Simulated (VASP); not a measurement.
Wanted: the native input for a VASP 6.6.1 run.

| Property | Result |
| --- | --- |
| Task | relaxation of cell and atoms |
| Functional | r2SCAN |
| Potentials or basis | VASP PAW PBE potentials, release 64 (Pt) |
| Cutoff | 550 eV |
| k mesh | 15 × 15 × 15 |
| Occupations | methfessel-paxton, width 0.05 eV |
| Spin | no spin polarisation |
| Target pressure | 5 GPa |
| Dipole correction | no |
| Further INCAR settings | ALGO = Normal; EDIFF = 1e-07; IBRION = 2; EDIFFG = -0.01; NSW = 80; ISIF = 3 |

Pt:

```
Pt
1.0
    -1.58422    1.58422    1.58422
     1.58422   -1.58422    1.58422
     1.58422    1.58422   -1.58422
Pt
1
Cartesian
  0.0000 0.0000 0.0000
```

This isn't the form of Pt at room conditions, which is fcc.

One way to write it, as run:

POSCAR

```
Pt
1.0
   -1.5842200000      1.5842200000      1.5842200000
    1.5842200000     -1.5842200000      1.5842200000
    1.5842200000      1.5842200000     -1.5842200000
Pt
1
Direct
    0.0000000000      0.0000000000      0.0000000000
```

INCAR.step1

```
SYSTEM = Pt
ALGO = Normal
EDIFF = 1E-5
EDIFFG = -0.005
ENCUT = 550
GGA = PE
GGA_COMPAT = .False.
IBRION = 2
ISIF = 3
ISMEAR = 1
LASPH = .True.
LCHARG = .False.
LREAL = .False.
LWAVE = .True.
NELM = 120
NELMIN = 4
NSW = 100
PREC = Accurate
SIGMA = 0.05
```

INCAR.step2

```
SYSTEM = Pt
ALGO = Normal
EDIFF = 1E-7
EDIFFG = -0.01
ENCUT = 550
GGA_COMPAT = .False.
IBRION = 2
ISIF = 3
ISMEAR = 1
ISTART = 1
LASPH = .True.
LCHARG = .False.
LMIXTAU = .True.
LREAL = .False.
LWAVE = .False.
METAGGA = R2SCAN
NELM = 120
NELMIN = 4
NSW = 80
PREC = Accurate
PSTRESS = 50.0
SIGMA = 0.05
```

KPOINTS

```
k-points
0
Gamma
  15 15 15
  0 0 0
```

Potentials or basis: VASP PAW PBE potentials, release 64 (Pt).

Run with:

```bash
$ cat potpaw_PBE.64/Pt/POTCAR > POTCAR
$ cp INCAR.step1 INCAR
$ mpirun -np 1 vasp_std > vasp.out
$ cp INCAR.step2 INCAR
$ mpirun -np 1 vasp_std > vasp.out
```

It gave:

```
Relaxed volume                                             : 15.23 Å³/atom
Relaxed cell                                               : a = 2.705 Å, b = 2.705 Å, c = 2.705 Å, α = 109.47°, β = 109.47°, γ = 109.47°
Space group after relaxing (to 0.1 Å)                      : Im-3m (No. 229)
Energy change on relaxing (the run minimises the enthalpy) : -3.8 meV/atom
Ionic steps                                                : 4
Pressure after relaxing                                    : 4.9 GPa
Band gap on the k mesh                                     : zero (bands 5 and 6 overlap by 2.40 eV)
```

Caveat: the cell is relaxed towards a set pressure, so the run minimises the enthalpy, not the energy; the PAW data sets were made with another functional, which shifts forces and pressure a little; spin-orbit coupling is left out, which moves the levels of the heavy elements.

Run time: 3.1 min on 1 thread of Intel(R) Xeon(R) Platinum 8259CL CPU @ 2.50GHz (Skylake/Cascade Lake), on a shared host, peak memory 0.16 GiB.
